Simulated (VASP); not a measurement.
Input of a VASP 6.6.1 run:

POSCAR

```
Si2W
1.0
    0.0000000000     -3.2112931011      0.0000000000
   -3.2112931011      0.0000000000      0.0000000000
    0.0000000000      0.0000000000     -7.8046161976
Si W
4 2
Direct
    0.0000000000      0.0000000000      0.6651751051
    0.5000000000      0.5000000000      0.1651751051
    0.0000000000      0.0000000000      0.3348248949
    0.5000000000      0.5000000000      0.8348248949
    0.5000000000      0.5000000000      0.5000000000
    1.0000000000      1.0000000000      0.0000000000
```

File INCAR.step1:

```
PREC     = Accurate       # precision mode
ENCUT    = 520            # plane-wave cutoff, eV
ISMEAR   = 0              # smearing method
SIGMA    = 0.15           # smearing width, eV
LREAL    = False          # projectors in reciprocal space
LASPH    = True           # aspherical terms in the spheres
NELM     = 150            # most SCF steps
ISPIN    = 2              # spin polarisation
MAGMOM   = 0 0 0 0 0 0    # initial moments
LMAXMIX  = 4              # l up to which the mixer works
NBANDS   = 35             # bands
GGA      = PE             # functional
ALGO     = Normal         # electronic algorithm
EDIFF    = 1E-4           # SCF threshold, eV
LWAVE    = True           # write WAVECAR
LCHARG   = False          # write CHGCAR
```

The input INCAR.step2:

```
PREC     = Accurate       # precision mode
ENCUT    = 520            # plane-wave cutoff, eV
EDIFF    = 1E-6           # SCF threshold, eV
ISMEAR   = 0              # smearing method
SIGMA    = 0.15           # smearing width, eV
LREAL    = False          # projectors in reciprocal space
LASPH    = True           # aspherical terms in the spheres
NELM     = 150            # most SCF steps
ALGO     = Normal         # electronic algorithm
ISIF     = 2              # what is computed and relaxed
LWAVE    = False          # write WAVECAR
LCHARG   = False          # write CHGCAR
ISPIN    = 2              # spin polarisation
MAGMOM   = 0 0 0 0 0 0    # initial moments
LORBIT   = 11             # projections on sites
LMAXMIX  = 4              # l up to which the mixer works
METAGGA  = R2SCAN         # meta-GGA
LMIXTAU  = True         
NBANDS   = 35             # bands
ISTART   = 1
```

File KPOINTS:

```
Automatic mesh
0
Gamma
  10 10 6
```

Potentials or basis: VASP PAW PBE potentials, release 64 (Si, W_sv).

Command:

```sh
$ cat potpaw_PBE.64/Si/POTCAR potpaw_PBE.64/W_sv/POTCAR > POTCAR
$ cp INCAR.step1 INCAR
$ mpirun -np 1 vasp_std > vasp.out
$ cp INCAR.step2 INCAR
$ mpirun -np 1 vasp_std > vasp.out
```

Question: What does it give for the pressure?

Answer: 0.3 GPa.

Question: Estimate the net moment.

Answer: 0.00 μB per cell.

Question: What does it give for the band gap on the k mesh?

Answer: Zero (filled and empty bands overlap).

Forces on the atoms (eV/Å):
```
Si   0.000  0.000  0.016
Si   0.000  0.000  0.016
Si   0.000  0.000 -0.016
Si   0.000  0.000 -0.016
W    0.000  0.000  0.000
W    0.000  0.000  0.000
```

Caveat: the PAW data sets were made with another functional, which shifts forces and pressure a little; spin-orbit coupling is left out, which moves the levels of the heavy elements.
